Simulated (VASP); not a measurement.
Here is a VASP 6.6.1 calculation.

The input POSCAR:

```
CdS
1.0
    0.0000000000      2.9392148416      2.9392148416
    2.9392148416      0.0000000000      2.9392148416
    2.9392148416      2.9392148416      0.0000000000
Cd S
1 1
Direct
    0.0000000000      0.0000000000      0.0000000000
    0.2500000000      0.2500000000      0.2500000000
```

INCAR.step1

```
SYSTEM = CdS
ALGO = Normal ; EDIFF = 1E-5
ENCUT = 520 ; GGA = PE
ISIF = 2 ; ISMEAR = 0
LASPH = .True. ; LCHARG = .False.
LREAL = .False. ; LWAVE = .True.
NBANDS = 16 ; NELM = 100
PREC = Accurate ; SIGMA = 0.01
```

The input INCAR.step2:

```
SYSTEM = CdS
ALGO = Normal ; EDIFF = 1E-7
ENCUT = 520 ; GGA = PE
HFSCREEN = 0.2079 ; ISIF = 2
ISMEAR = 0 ; ISTART = 1
LASPH = .True. ; LCHARG = .False.
LHFCALC = .True. ; LREAL = .False.
LWAVE = .False. ; NBANDS = 16
NELM = 100 ; PREC = Accurate
PRECFOCK = Normal ; SIGMA = 0.01
```

The input KPOINTS:

```
k-points
0
Gamma
  4 4 4
  0 0 0
```

Potentials or basis: VASP PAW PBE potentials, release 64 (Cd, S).

The run is started by

```console
$ cat potpaw_PBE.64/Cd/POTCAR potpaw_PBE.64/S/POTCAR > POTCAR
$ cp INCAR.step1 INCAR
$ mpirun -np 1 vasp_std > vasp.out
$ cp INCAR.step2 INCAR
$ mpirun -np 1 vasp_std > vasp.out
```

(1) Estimate the pressure.

(2) What does it give for the band gap on the k mesh?

## Answers

(1) 0.7 GPa.

(2) 2.12 eV, direct.

Caveat: the k points lie up to 0.46 Å⁻¹ apart; the PAW data sets were made with another functional, which shifts forces and pressure a little.
